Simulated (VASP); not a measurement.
A run of VASP 6.6.1 is set up as follows.

The input INCAR:

```
SYSTEM = Cu3N
  ALGO = Normal
  EDIFF = 1E-6
  ENCUT = 600
  GGA = RP
  GGA_COMPAT = .False.
  ISIF = 2
  ISMEAR = 0
  LASPH = .True.
  LCHARG = .True.
  LELF = .True.
  LREAL = .False.
  LVHAR = .True.
  LWAVE = .False.
  NBANDS = 27
  NELM = 120
  PREC = Accurate
  SIGMA = 0.05
```

KPOINTS

```
k-points
0
Gamma
  8 8 8
  0 0 0
```

Contents of POSCAR:

```
Cu3N
1.0
    3.8139996071      0.0000000000      0.0000000000
    0.0000000000      3.8139996071      0.0000000000
    0.0000000000      0.0000000000      3.8139996071
Cu N
3 1
Direct
    0.5000000000      0.0000000000      0.0000000000
    0.0000000000      0.5000000000      0.0000000000
    0.0000000000      0.0000000000      0.5000000000
    0.0000000000      0.0000000000      0.0000000000
```

Potentials or basis: VASP PAW PBE potentials, release 64 (Cu, N).

The run is started by

```console
$ cat potpaw_PBE.64/Cu/POTCAR potpaw_PBE.64/N/POTCAR > POTCAR
$ mpirun -np 1 vasp_std > vasp.out
```

Question: Predict the band gap on the k mesh.

Answer: 0.21 eV (least direct gap 0.75 eV).

Question: Estimate the pressure.

Answer: 5.6 GPa.

Caveat: the cell stands under pressure; semilocal functionals underestimate gaps, and a narrow one can read as zero; the PAW data sets were made with another functional, which shifts forces and pressure a little. A k mesh can miss the band edges.
